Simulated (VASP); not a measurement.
# Rb (P6/mmm) in VASP: single point with PBE

Aim: the single point of Rb with PBE.

All numbers are computed with VASP 6.6.1; they aren't measurements. Logs are shortened: lines on timing, memory, paths and dates and some standing lists are left out, and cuts for length are marked.

**1. The cell of the first run**

Symmetry: P6/mmm, No. 191, hexagonal system. Conventional cell: a = 3.855 Å, b = 3.855 Å, c = 3.576 Å, α = 90.00°, β = 90.00°, γ = 120.00°. Rb (site symmetry 6/mmm) has 8 Rb at 3.58 to 3.86 Å within 4.7 Å.

This isn't the form of Rb at room conditions, which is bcc.

**2. Single point, PBE**

Contents of INCAR:

```
SYSTEM = Rb
PREC = Accurate
ENCUT = 520
EDIFF = 1E-6
ISMEAR = -1
SIGMA = 0.1
LREAL = .FALSE.
LASPH = .TRUE.
NELM = 60
ALGO = Normal
ISIF = 2
LWAVE = .FALSE.
LCHARG = .FALSE.
GGA = PE
NBANDS = 10
```

Contents of KPOINTS:

```
Automatic mesh
0
G
  11 11 11
  0 0 0
```

Contents of POSCAR:

```
Rb
1.0
    3.8553878082      0.0000000000      0.0000000000
   -1.9276939041      3.3388637833      0.0000000000
    0.0000000000      0.0000000000      3.5758051279
Rb
1
Direct
    0.0000000000      0.0000000000      0.0000000000
```

Potentials or basis: VASP PAW PBE potentials, release 64 (Rb_sv).

Run with:

```bash
$ cat potpaw_PBE.64/Rb_sv/POTCAR > POTCAR
$ mpirun -np 1 vasp_std > vasp.out
```

OUTCAR:

```text
SYSTEM = Rb
   PREC = Accurate
   ENCUT = 520
   EDIFF = 1E-6
   ISMEAR = -1
   LREAL = .FALSE.
   LASPH = .TRUE.
   NELM = 60
   ISIF = 2
   GGA = PE

 ion  position               nearest neighbor table
   1  0.000  0.000  0.000-

  LATTYP: Found a hexagonal cell.
 ALAT       =     3.8553878082
 C/A-ratio  =     0.9274826051

  Lattice vectors:

 A1 = (   3.8553878082,   0.0000000000,   0.0000000000)
 A2 = (  -1.9276939041,   3.3388637833,   0.0000000000)
 A3 = (   0.0000000000,   0.0000000000,   3.5758051279)

Analysis of symmetry for initial positions (statically):
=====================================================================
 Subroutine PRICEL returns:
 Original cell was already a primitive cell.

 Routine SETGRP: Setting up the symmetry group for a
 hexagonal supercell.

 Subroutine GETGRP returns: Found 24 space group operations
 (whereof 24 operations were pure point group operations)
 out of a pool of 24 trial point group operations.

The static configuration has the point symmetry D_6h.

Analysis of symmetry for dynamics (positions and initial velocities):
=====================================================================
 Subroutine PRICEL returns:
 Original cell was already a primitive cell.

 Routine SETGRP: Setting up the symmetry group for a
 hexagonal supercell.

 Subroutine GETGRP returns: Found 24 space group operations
 (whereof 24 operations were pure point group operations)
 out of a pool of 24 trial point group operations.

The dynamic configuration has the point symmetry D_6h.

 Subroutine INISYM returns: Found 24 space group operations
 (whereof 24 operations are pure point group operations),
 and found     1 'primitive' translations

----------------------------------------------------------------------------------------

                                     Primitive cell

  volume of cell :      46.0300

  direct lattice vectors                    reciprocal lattice vectors
     3.855387808  0.000000000  0.000000000     0.259377279  0.149751542  0.000000000
    -1.927693904  3.338863783  0.000000000     0.000000000  0.299503084  0.000000000
     0.000000000  0.000000000  3.575805128     0.000000000  0.000000000  0.279657298

  length of vectors
     3.855387808  3.855387808  3.575805128     0.299503084  0.299503084  0.279657298

  position of ions in fractional coordinates (direct lattice)
     0.000000000  0.000000000  0.000000000

  ion indices of the primitive-cell ions
   primitive index   ion index
                 1           1

----------------------------------------------------------------------------------------

 KPOINTS: Automatic mesh

Automatic generation of k-mesh.
 Grid dimensions read from file:
 generate k-points for:   11   11   11

 Generating k-lattice:

  Cartesian coordinates                     Fractional coordinates (reciprocal lattice)
     0.023579753  0.013613777  0.000000000     0.090909091  0.000000000  0.000000000
     0.000000000  0.027227553  0.000000000     0.000000000  0.090909091  0.000000000
     0.000000000  0.000000000  0.025423391     0.000000000  0.000000000  0.090909091

  Length of vectors
     0.027227553  0.027227553  0.025423391

  Shift w.r.t. Gamma in fractional coordinates (k-lattice)
     0.000000000  0.000000000  0.000000000

 Subroutine IBZKPT returns following result:
 ===========================================

 Found     96 irreducible k-points:

 Following reciprocal coordinates:
            Coordinates               Weight
  0.000000  0.000000  0.000000      1.000000
  0.090909  0.000000  0.000000      6.000000
  0.181818  0.000000  0.000000      6.000000
  0.272727  0.000000  0.000000      6.000000
  0.363636  0.000000  0.000000      6.000000
  0.454545  0.000000  0.000000      6.000000
[... 16 lines left out ...]
  0.090909  0.090909  0.090909     12.000000
  0.181818  0.090909  0.090909     24.000000
 [... further k-points ...]
   k-points           NKPTS =     96   k-points in BZ     NKDIM =     96   number of bands    NBANDS=     10
   number of dos      NEDOS =    301   number of ions     NIONS =      1
   total plane-waves  NPLWV =  25200
   dimension x,y,z NGX =    30 NGY =   30 NGZ =   28
   dimension x,y,z NGXF=    60 NGYF=   60 NGZF=   56
   ions per type =               1
   NGX,Y,Z   is equivalent  to a cutoff of  12.94, 12.94, 13.02 a.u.
   NGXF,Y,Z  is equivalent  to a cutoff of  25.87, 25.87, 26.04 a.u.
 SYSTEM =  Rb
   PREC   = accura    normal or accurate (medium, high low for compatibility)
   ISTART =      0    job   : 0-new  1-cont  2-samecut
   ICHARG =      2    charge: 1-file 2-atom 10-const
   ISPIN  =      1    spin polarized calculation?
   LNONCOLLINEAR =      F non collinear calculations
   LSORBIT =      F    spin-orbit coupling
   LASPH  =      T    aspherical Exc in radial PAW
   ENCUT  =  520.0 eV  38.22 Ry    6.18 a.u.   7.17  7.17  6.65*2*pi/ulx,y,z
   NELM   =     60;   NELMIN=  2; NELMDL= -5     # of ELM steps
   EDIFF  = 0.1E-05   stopping-criterion for ELM
   LREAL  =      F    real-space projection
[... 7 lines left out ...]
   TEBEG  =    0.0;   TEEND  =   0.0 temperature during run
   PSTRESS=    0.0 pullay stress
   NELECT =       9.0000    total number of electrons
   NUPDOWN=      -1.0000    fix difference up-down
   EMIN   =  10.00;   EMAX   =-10.00  energy-range for DOS
   EFERMI =   0.00;   METHOD = LEGACY
   ISMEAR =    -1;   SIGMA  =   0.10  broadening in eV -4-tet -1-fermi 0-gaus
   EFERMI_NEDOS =   21; number of points for ismear=-14 and -15
   IALGO  =     38    algorithm
   IMIX   =      4    mixing-type and parameters
     AMIX     =   0.40;   BMIX     =  1.00
     AMIX_MAG =   1.60;   BMIX_MAG =  1.00
  volume/ion in A,a.u.               =      46.03       310.63
  Fermi-wavevector in a.u.,A,eV,Ry     =   0.950186  1.795592 12.284076  0.902854
  Thomas-Fermi vector in A             =   2.078540
   LORBIT       =      0    0 simple, 1 ext, 2 COOP (PROOUT), +10 PAW based schemes
   GGA     = PE    functional components
   LHFCALC =     F    Hartree Fock is set to
   AEXX    =    0.0000 exact exchange contribution
   IVDW    =     0    specifies the selected vdW correction
   LEPSILON=     F    determine dielectric tensor
   LRPA    =     F    only Hartree local field effects (RPA)
 non-spin polarized calculation
  energy-cutoff  :      520.00
  volume of cell :       46.03
 maximum number of plane-waves:      1255
 NGX is ok and might be reduce to    30
   NGX = 15   NGY = 15   NGZ = 13

 number of electron       9.0000000 magnetization

 Free energy of the ion-electron system (eV)
  ---------------------------------------------------
  ext. energy  EPLUGINS =         0.00000000
  ---------------------------------------------------
  free energy    TOTEN  =        -0.32843681 eV

  energy without entropy =       -0.28295040  energy(sigma->0) =       -0.30569360

 E-fermi :   2.1942     XC(G=0):  -7.4328

 val. band max:        2.1808945821   @ k =   0.4545   0.0909   0.4545
 cond. band min:       2.1947544448   @ k =   0.4545   0.0909   0.0000
 fundamental gap:      0.0138598627
 Fermi energy:         2.1941750209

 k-point     1 :       0.0000    0.0000    0.0000
  band No.  band energies     occupation
      1     -26.9006      2.00000
      2     -10.6219      2.00000
      3     -10.6219      2.00000
      4     -10.5305      2.00000
      5      -0.6296      2.00000
      6       4.3562      0.00000
      7       6.1886      0.00000
      8       6.1886      0.00000
      9      10.1761      0.00000
     10      10.6517      0.00000

 k-point     2 :       0.0909    0.0000    0.0000
  band No.  band energies     occupation
      1     -26.8939      2.00000
      2     -10.6977      2.00000
      3     -10.6374      2.00000
      4     -10.5229      2.00000
      5      -0.4478      2.00000
      6       4.4446      0.00000
      7       5.7651      0.00000
      8       6.3647      0.00000
      9       9.9325      0.00000
     10      10.5916      0.00000

 k-point     3 :       0.1818    0.0000    0.0000
  band No.  band energies     occupation
      1     -26.8759      2.00000
      2     -10.8932      2.00000
      3     -10.6783      2.00000
      4     -10.5022      2.00000
      5       0.0532      2.00000
      6       4.6385      0.00000
      7       5.0190      0.00000
      8       6.8803      0.00000
      9       9.0326      0.00000
     10      10.4328      0.00000

 k-point     4 :       0.2727    0.0000    0.0000
  band No.  band energies     occupation
      1     -26.8520      2.00000
      2     -11.1339      2.00000
      3     -10.7310      2.00000
      4     -10.4750      2.00000
      5       0.7566      2.00000
      6       4.2282      0.00000
      7       4.9886      0.00000
      8       7.6969      0.00000
      9       8.3084      0.00000
     10      10.2423      0.00000

 k-point     5 :       0.3636    0.0000    0.0000
  band No.  band energies     occupation
      1     -26.8300      2.00000
      2     -11.3422      2.00000
      3     -10.7786      2.00000
      4     -10.4497      2.00000
      5       1.4842      1.99835
      6       3.8080      0.00000
      7       5.0132      0.00000
      8       7.8073      0.00000
      9       8.7451      0.00000
     10      10.0800      0.00000

 k-point     6 :       0.4545    0.0000    0.0000
  band No.  band energies     occupation
      1     -26.8168      2.00000
      2     -11.4609      2.00000
      3     -10.8065      2.00000
      4     -10.4346      2.00000
      5       1.9646      1.81706
      6       3.7189      0.00000
      7       4.7801      0.00000
      8       7.5515      0.00000
      9       9.9069      0.00000
     10       9.9886      0.00000

 k-point     7 :       0.0909    0.0909    0.0000
  band No.  band energies     occupation
      1     -26.8815      2.00000
      2     -10.8284      2.00000
      3     -10.6704      2.00000
      4     -10.5087      2.00000
      5      -0.1052      2.00000
      6       4.6039      0.00000
      7       5.1919      0.00000
      8       6.7090      0.00000
      9       9.2745      0.00000
     10      10.4491      0.00000

 k-point     8 :       0.1818    0.0909    0.0000
  band No.  band energies     occupation
      1     -26.8606      2.00000
      2     -11.0344      2.00000
      3     -10.7291      2.00000
      4     -10.4848      2.00000
      5       0.5064      2.00000
      6       4.4848      0.00000
      7       4.8768      0.00000
      8       7.3424      0.00000
      9       8.5812      0.00000
     10      10.2045      0.00000

 k-point     9 :       0.2727    0.0909    0.0000
  band No.  band energies     occupation
      1     -26.8376      2.00000
      2     -11.2455      2.00000
      3     -10.7923      2.00000
      4     -10.4585      2.00000
      5       1.2544      1.99983
      6       3.9510      0.00000
      7       5.0419      0.00000
      8       8.0369      0.00000
      9       8.1570      0.00000
     10       9.9564      0.00000
[... 118 lines left out ...]
 k-point    19 :       0.1818    0.0000    0.0909
  band No.  band energies     occupation
      1     -26.8686      2.00000
      2     -10.8840      2.00000
      3     -10.6701      2.00000
      4     -10.5910      2.00000
      5       0.1954      2.00000
      6       4.7444      0.00000
      7       5.0980      0.00000
      8       6.9292      0.00000
      9       8.4930      0.00000
     10       9.9290      0.00000

 k-point    20 :       0.2727    0.0000    0.0909
  band No.  band energies     occupation
      1     -26.8449      2.00000
      2     -11.1224      2.00000
      3     -10.7226      2.00000
      4     -10.5613      2.00000
      5       0.8835      2.00000
      6       4.2693      0.00000
      7       5.1496      0.00000
      8       7.7148      0.00000
      9       7.7844      0.00000
     10       9.7379      0.00000

 k-point    21 :       0.3636    0.0000    0.0909
  band No.  band energies     occupation
      1     -26.8229      2.00000
      2     -11.3289      2.00000
      3     -10.7699      2.00000
      4     -10.5337      2.00000
      5       1.5977      1.99488
      6       3.7967      0.00000
      7       5.1902      0.00000
      8       7.4634      0.00000
      9       8.5960      0.00000
     10       9.7274      0.00000

 k-point    22 :       0.4545    0.0000    0.0909
  band No.  band energies     occupation
      1     -26.8097      2.00000
      2     -11.4468      2.00000
      3     -10.7976      2.00000
      4     -10.5171      2.00000
      5       2.0881      1.48570
      6       3.6004      0.00000
      7       4.9800      0.00000
      8       7.4434      0.00000
      9       9.0013      0.00000
     10      10.3745      0.00000

 k-point    23 :       0.0909    0.0909    0.0909
  band No.  band energies     occupation
      1     -26.8742      2.00000
      2     -10.8199      2.00000
      3     -10.6623      2.00000
      4     -10.5981      2.00000
      5       0.0401      2.00000
      6       4.7193      0.00000
      7       5.2569      0.00000
      8       6.7550      0.00000
      9       8.7585      0.00000
     10       9.9351      0.00000

 k-point    24 :       0.1818    0.0909    0.0909
  band No.  band energies     occupation
      1     -26.8534      2.00000
      2     -11.0238      2.00000
      3     -10.7206      2.00000
      4     -10.5719      2.00000
      5       0.6389      2.00000
      6       4.5457      0.00000
      7       5.0199      0.00000
      8       7.2792      0.00000
      9       8.1691      0.00000
     10       9.6428      0.00000

 [... further k-points ...]
[... 5 lines left out ...]
  --------------------------------------------------------------------------------------
  -------------------------------------------------------------------------------------
  Total        1.7887018      1.7887018      1.7871632      0.0000000      0.0000000      0.0000000
  in kB       62.2598261     62.2598261     62.2062729      0.0000000      0.0000000      0.0000000
  external PRESSURE =      62.2419750 kB  Pullay stress =       0.0000000 kB

 VOLUME and BASIS-vectors are now :
 -----------------------------------------------------------------------------
  energy-cutoff  :      520.00
  volume of cell :       46.03
      direct lattice vectors                 reciprocal lattice vectors
     3.855387808  0.000000000  0.000000000     0.259377279  0.149751542  0.000000000
    -1.927693904  3.338863783  0.000000000     0.000000000  0.299503084  0.000000000
     0.000000000  0.000000000  3.575805128     0.000000000  0.000000000  0.279657298

 POSITION                                       TOTAL-FORCE (eV/Angst)
 -----------------------------------------------------------------------------------
      0.00000      0.00000      0.00000         0.000000      0.000000      0.000000
 -----------------------------------------------------------------------------------
    total drift:                                0.000000      0.000000     -0.000000

  FREE ENERGIE OF THE ION-ELECTRON SYSTEM (eV)
  ---------------------------------------------------
  free  energy   TOTEN  =        -0.3284368081 eV

  energy  without entropy=       -0.2829504014  energy(sigma->0) =       -0.30569360
```

It took 52 s on 1 thread of Intel Xeon 8259CL, shared host; peak memory 0.19 GiB.

What came out:

* Free energy: -0.3284 eV
* Pressure: 6.2 GPa
* Band gap on the k mesh: zero (an odd number of electrons rules out a gap without spin polarisation)

Levels at points of the mesh, in eV from the Fermi level:
```tsv
k point	band 3	band 4	band 5	band 6	band 7	band 8
(0.00, 0.00, 0.00)	-12.82	-12.72	-2.82	2.16	3.99	3.99
```

Caveat: the cell stands under pressure.
